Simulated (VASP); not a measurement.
# Si3H2C4 in VASP: a series of runs, part 2 of 2

VASP 6.6.1. Earlier steps stand in the parts before.

## 3. Single point, LDA

Contents of INCAR:

```
SYSTEM = Si3H2C4
PREC     = Accurate       ! precision mode
ENCUT    = 520            ! plane-wave cutoff, eV
EDIFF    = 1E-6           ! SCF threshold, eV
ISMEAR   = 0              ! smearing method
SIGMA    = 0.05           ! smearing width, eV
LREAL    = Auto         
LASPH    = .TRUE.         ! aspherical terms in the spheres
NELM     = 100            ! most SCF steps
ALGO     = Normal         ! electronic algorithm
ISIF     = 2              ! what is computed and relaxed
LWAVE    = .FALSE.        ! write WAVECAR
LCHARG   = .FALSE.        ! write CHGCAR
LDIPOL   = .TRUE.       
IDIPOL   = 3            
DIPOL    = 0.5 0.5 0.346
NBANDS   = 45             ! bands
```

Contents of KPOINTS:

```
Automatic mesh
0
G
  4 8 1
  0 0 0
```

Contents of POSCAR:

```
Si3H2C4
1.0
    6.1223116280      0.0000000000      0.0000000000
    0.0000000000      3.0611558140      0.0000000000
    0.0000000000      0.0000000000     19.9960979072
C Si H
8 6 4
Direct
    0.5000000000      0.5000000000      0.2326656844
    0.0000000000      0.5000000000      0.2326656844
    0.7500000000      0.0000000000      0.3409150060
    0.2500000000      0.0000000000      0.3409150060
   -0.0030115666      0.5000000000      0.4524037913
    0.5027280437      0.5000000000      0.4318911322
    0.3887748565      0.0000000000      0.5244237357
    0.6113594860      0.0000000000      0.5313750920
    0.2500000000      0.5000000000      0.2867903452
    0.7500000000      0.5000000000      0.2867903452
    0.5006662994      0.0000000000      0.3866999934
   -0.0015855313      0.0000000000      0.3953302759
    0.7237438376      0.5000000000      0.4963279487
    0.2711979802      0.5000000000      0.4928506937
    0.5000000000      0.2236746754      0.1987605550
    0.5000000000      0.7763253246      0.1987605550
    0.0000000000      0.7759774367      0.1986431602
    0.0000000000      0.2240225633      0.1986431602
```

Potentials or basis: VASP PAW LDA potentials, release 64 (C, Si, H).

The run is started by

```bash
cat potpaw_LDA.64/C/POTCAR potpaw_LDA.64/Si/POTCAR potpaw_LDA.64/H/POTCAR > POTCAR
mpirun -np 1 vasp_std > vasp.out
```

OUTCAR:

```text
SYSTEM = Si3H2C4
   PREC = Accurate
   ENCUT = 520
   EDIFF = 1E-6
   ISMEAR = 0
   LREAL = Auto
   LASPH = .TRUE.
   NELM = 100
   ISIF = 2

 ion  position               nearest neighbor table
   1  0.500  0.500  0.233-  15 1.08  16 1.08   9 1.87  10 1.87
   2  0.000  0.500  0.233-  17 1.08  18 1.08   9 1.87  10 1.87
   3  0.750  0.000  0.341-  11 1.78  12 1.87  10 1.87  10 1.87
   4  0.250  0.000  0.341-  11 1.79   9 1.87   9 1.87  12 1.89
   5  0.997  0.500  0.452-  14 1.86  13 1.89  12 1.91  12 1.91
   6  0.503  0.500  0.432-  11 1.78  11 1.78  13 1.87  14 1.87
   7  0.389  0.000  0.524-   8 1.37  14 1.81  14 1.81
   8  0.611  0.000  0.531-   7 1.37  13 1.82  13 1.82
   9  0.250  0.500  0.287-   4 1.87   4 1.87   1 1.87   2 1.87  11 2.95  11 2.95  10 3.06  10 3.06
                            12 3.07  12 3.07
  10  0.750  0.500  0.287-   3 1.87   3 1.87   1 1.87   2 1.87  11 2.94  11 2.94  12 3.06  12 3.06
                             9 3.06   9 3.06
  11  0.501  0.000  0.387-   6 1.78   6 1.78   3 1.78   4 1.79  10 2.94  10 2.94   9 2.95   9 2.95
                            14 2.97  14 2.97  13 3.00  13 3.00  12 3.05  12 3.08
  12  0.998  0.000  0.395-   3 1.87   4 1.89   5 1.91   5 1.91  14 2.99  14 2.99  13 3.04  13 3.04
                            11 3.05  10 3.06  10 3.06   9 3.07   9 3.07  11 3.08
  13  0.724  0.500  0.496-   8 1.82   8 1.82   6 1.87   5 1.89  14 2.77  11 3.00  11 3.00  12 3.04
                            12 3.04
  14  0.271  0.500  0.493-   7 1.81   7 1.81   5 1.86   6 1.87  13 2.77  11 2.97  11 2.97  12 2.99
                            12 2.99
  15  0.500  0.224  0.199-   1 1.08
  16  0.500  0.776  0.199-   1 1.08
  17  0.000  0.776  0.199-   2 1.08
  18  0.000  0.224  0.199-   2 1.08

  LATTYP: Found a simple orthorhombic cell.
 ALAT       =     3.0611558140
 B/A-ratio  =     2.0000000000
 C/A-ratio  =     6.5322051938

  Lattice vectors:

 A1 = (   0.0000000000,  -3.0611558140,   0.0000000000)
 A2 = (   6.1223116280,   0.0000000000,   0.0000000000)
 A3 = (   0.0000000000,   0.0000000000,  19.9960979072)

Analysis of symmetry for initial positions (statically):
=====================================================================
 Subroutine PRICEL returns:
[... 182 lines left out ...]
   NGX = 23   NGY = 11   NGZ = 75

 dipolmoment           0.000000      0.000000     -0.000105 electrons x Angstroem

 number of electron      60.0000001 magnetization

 dipolmoment           0.000000      0.000000      0.130718 electrons x Angstroem

 Free energy of the ion-electron system (eV)
  ---------------------------------------------------
  ext. energy  EPLUGINS =         0.00000000
  ---------------------------------------------------
  free energy    TOTEN  =      -128.91199363 eV

  energy without entropy =     -128.91199363  energy(sigma->0) =     -128.91199363

 E-fermi :   0.7161     XC(G=0):  -5.2631

 val. band max:        0.5173345316   @ k =   0.5000   0.0000   0.0000
 cond. band min:       0.9159549249   @ k =   0.0000   0.5000   0.0000
 fundamental gap:      0.3986203933
 Fermi energy:         0.7161022952

 k-point     1 :       0.0000    0.0000    0.0000
  band No.  band energies     occupation
      1     -16.2568      2.00000
      2     -14.9978      2.00000
      3     -13.5658      2.00000
      4     -12.6713      2.00000
      5     -12.5062      2.00000
      6     -12.4271      2.00000
[... 664 lines left out ...]
     41       5.9926      0.00000
     42       7.3599      0.00000
 [bands above 42 left out]

------------------------ aborting loop because EDIFF is reached ----------------------------------------

 vacuum level on the upper side and lower side of the slab       (xc-potential included)         0.479        -0.741

  FORCE on cell =-STRESS in cart. coord.  units (eV):
  Direction    XX          YY          ZZ          XY          YZ          ZX
  --------------------------------------------------------------------------------------
  -------------------------------------------------------------------------------------
  Total        3.1067744     23.0480618     11.2052135      0.0000000      0.0000000     -0.0025290
  in kB       13.2823272     98.5368945     47.9054137      0.0000000      0.0000000     -0.0108123
  external PRESSURE =      53.2415451 kB  Pullay stress =       0.0000000 kB

 VOLUME and BASIS-vectors are now :
 -----------------------------------------------------------------------------
  energy-cutoff  :      520.00
  volume of cell :      374.75
      direct lattice vectors                 reciprocal lattice vectors
     6.122311628  0.000000000  0.000000000     0.163336998  0.000000000  0.000000000
     0.000000000  3.061155814  0.000000000     0.000000000  0.326673995  0.000000000
     0.000000000  0.000000000 19.996097907     0.000000000  0.000000000  0.050009757

 POSITION                                       TOTAL-FORCE (eV/Angst)
 -----------------------------------------------------------------------------------
      3.06116      1.53058      4.65241         0.001135      0.000000      0.799168
      0.00000      1.53058      4.65241         0.001542      0.000000      0.538781
      4.59173      0.00000      6.81697         1.559187      0.000000     -1.600176
      1.53058      0.00000      6.81697        -1.557677      0.000000     -1.297630
      6.10387      1.53058      9.04631         0.001024      0.000000      0.020753
      3.07786      1.53058      8.63614        -0.005630      0.000000     -0.023987
[... 10 lines left out ...]
      0.00000      2.37539      3.97209         0.002352      0.037746     -0.036180
      0.00000      0.68577      3.97209         0.002352     -0.037746     -0.036180
 -----------------------------------------------------------------------------------
    total drift:                               -0.013157      0.000000     -0.005880

  FREE ENERGIE OF THE ION-ELECTRON SYSTEM (eV)
  ---------------------------------------------------
  free  energy   TOTEN  =      -128.9119936297 eV

  energy  without entropy=     -128.9119936295  energy(sigma->0) =     -128.91199363

 vacuum level on the upper side and lower side of the slab         5.519         4.265
```

OSZICAR:

```text
N       E                     dE             d eps       ncg     rms          rms(c)
DAV:   1     0.353723743676E+03    0.35372E+03   -0.24368E+04  1350   0.108E+03
DAV:   2    -0.951410653913E+02   -0.44886E+03   -0.43111E+03  1896   0.241E+02
DAV:   3    -0.145390596006E+03   -0.50250E+02   -0.49642E+02  1687   0.786E+01
[... 19 lines left out ...]
DAV:  23    -0.128911987884E+03   -0.11325E-05   -0.99410E-08  1147   0.138E-03    0.358E-04
DAV:  24    -0.128911990704E+03   -0.28209E-05   -0.10750E-07  1197   0.990E-04    0.233E-04
DAV:  25    -0.128911992123E+03   -0.14189E-05   -0.46524E-08  1173   0.609E-04    0.162E-04
DAV:  26    -0.128911993334E+03   -0.12107E-05   -0.47173E-08  1168   0.534E-04    0.726E-05
DAV:  27    -0.128911993630E+03   -0.29562E-06   -0.10266E-08  1146   0.307E-04
   1 F= -.12891199E+03 E0= -.12891199E+03  d E =-.222323E-09
```

Run time: 5.4 min. Hardware: 1 thread of AMD EPYC 9R45 (Zen 5), shared host; peak memory 0.38 GiB.

What came out:

- Free energy: -128.9120 eV
- Largest force: 2.460 eV/Å
- Band gap on the k mesh: 0.40 eV (least direct gap 1.13 eV)

Forces in eV/Å, atoms in the order of the input:
```
C    0.001  0.000  0.799
C    0.002  0.000  0.539
C    1.559  0.000 -1.600
C   -1.558  0.000 -1.298
C    0.001  0.000  0.021
C   -0.006  0.000 -0.024
C   -0.074  0.000  2.458
C    0.071  0.000  0.823
Si  -0.572  0.000 -0.798
Si   0.573  0.000 -0.806
Si  -0.001  0.000 -0.005
Si   0.000  0.000 -0.003
Si   0.021  0.000  0.006
Si  -0.021  0.000  0.008
H    0.000 -0.034 -0.024
H    0.000  0.034 -0.024
H    0.002  0.038 -0.036
H    0.002 -0.038 -0.036
```

## 4. Single point, LDA

Contents of INCAR:

```
ALGO = Normal
DIPOL = 0.5 0.5 0.345
EDIFF = 1E-6
ENCUT = 520
IDIPOL = 3
ISIF = 2
ISMEAR = 0
LASPH = True
LCHARG = True
LDIPOL = True
LELF = True
LREAL = Auto
LVACPOTAV = True
LVHAR = True
LWAVE = False
NBANDS = 45
NELM = 80
PREC = Accurate
SIGMA = 0.05
```

Contents of KPOINTS:

```
k-points
0
Gamma
  4 8 1
```

Contents of POSCAR:

```
Si3H2C4
1.0
    6.1223116280      0.0000000000      0.0000000000
    0.0000000000      3.0611558140      0.0000000000
    0.0000000000      0.0000000000     19.9960979072
C Si H
8 6 4
Direct
    0.5000000000      0.5000000000      0.2326656844
    0.0000000000      0.5000000000      0.2326656844
    0.7500000000      0.0000000000      0.3409150060
    0.2500000000      0.0000000000      0.3409150060
    0.0000056944      0.5000000000      0.4510524965
    0.4999996099      0.5000000000      0.4301173013
    0.3884230780      0.0000000000      0.5244237357
    0.6115626788      0.0000000000      0.5244237357
    0.2500000000      0.5000000000      0.2867903452
    0.7500000000      0.5000000000      0.2867903452
    0.4999999172      0.0000000000      0.3857921895
   -0.0000034297      0.0000000000      0.3945336553
    0.7269330181      0.5000000000      0.4924195902
    0.2730688932      0.5000000000      0.4924169891
    0.5000000000      0.2236746754      0.1987605550
    0.5000000000      0.7763253246      0.1987605550
    0.0000000000      0.7759774367      0.1986431602
    0.0000000000      0.2240225633      0.1986431602
```

The run is started by

```bash
cat potpaw_LDA.64/C/POTCAR potpaw_LDA.64/Si/POTCAR potpaw_LDA.64/H/POTCAR > POTCAR
mpirun -np 1 vasp_std > vasp.out
```

Run time: 5.2 min. Hardware: 1 thread of AMD EPYC 9R45 (Zen 5), shared host; peak memory 0.38 GiB.

The run converged. Its results:

* Free energy: -128.7187 eV
* Largest force: 2.415 eV/Å
* Band gap on the k mesh: 0.51 eV (least direct gap 1.21 eV)

Forces in eV/Å, atoms in the order of the input:
```
C    0.000  0.000  0.800
C    0.000  0.000  0.528
C    1.692  0.000 -1.724
C   -1.692  0.000 -1.724
C   -0.003  0.000  0.025
C    0.001  0.000 -0.025
C   -0.070  0.000  1.966
C    0.070  0.000  1.966
Si  -0.590  0.000 -0.843
Si   0.590  0.000 -0.843
Si   0.000  0.000 -0.001
Si   0.001  0.000 -0.010
Si   0.021  0.000  0.002
Si  -0.021  0.000  0.003
H    0.000 -0.034 -0.023
H    0.000  0.034 -0.023
H    0.000  0.039 -0.037
H    0.000 -0.039 -0.037
```

Levels at points of the mesh, in eV from the valence-band top:
| k point | band 26 | band 27 | band 28 | band 29 | band 30 | band 31 | band 32 | band 33 | band 34 | band 35 |
| --- | --- | --- | --- | --- | --- | --- | --- | --- | --- | --- |
| (0.00, 0.00, 0.00) | -1.92 | -1.23 | -1.12 | -0.85 | -0.29 | 1.29 | 1.74 | 3.09 | 3.28 | 4.01 |
| (0.50, 0.00, 0.00) | -2.08 | -1.71 | -1.16 | -0.79 | 0.00 | 1.21 | 2.76 | 3.32 | 3.88 | 4.02 |
| (0.00, 0.50, 0.00) | -2.28 | -1.95 | -1.87 | -1.41 | -1.23 | 0.51 | 2.13 | 3.47 | 3.80 | 4.36 |
| (0.50, 0.50, 0.00) | -3.69 | -2.99 | -2.13 | -2.08 | -1.34 | 1.04 | 2.92 | 3.29 | 3.81 | 4.12 |

## 5. The runs side by side

| cell | gap on the mesh (eV) | largest force (eV/Å) |
| --- | --- | --- |
| as given, atomic positions A | 0.29 | 1.86 |
| as given, atomic positions B | 0.40 | 2.46 |
| as given, atomic positions C | 0.51 | 2.42 |

Alike in all rows: task single point; level LDA; potentials or basis VASP PAW LDA potentials, release 64 (C, Si, H); no spin polarisation; k mesh 4 × 8 × 1; cutoff (eV) 520; smearing gaussian 0.05 eV.

Absolute energies hang on the potentials; compare differences alone.
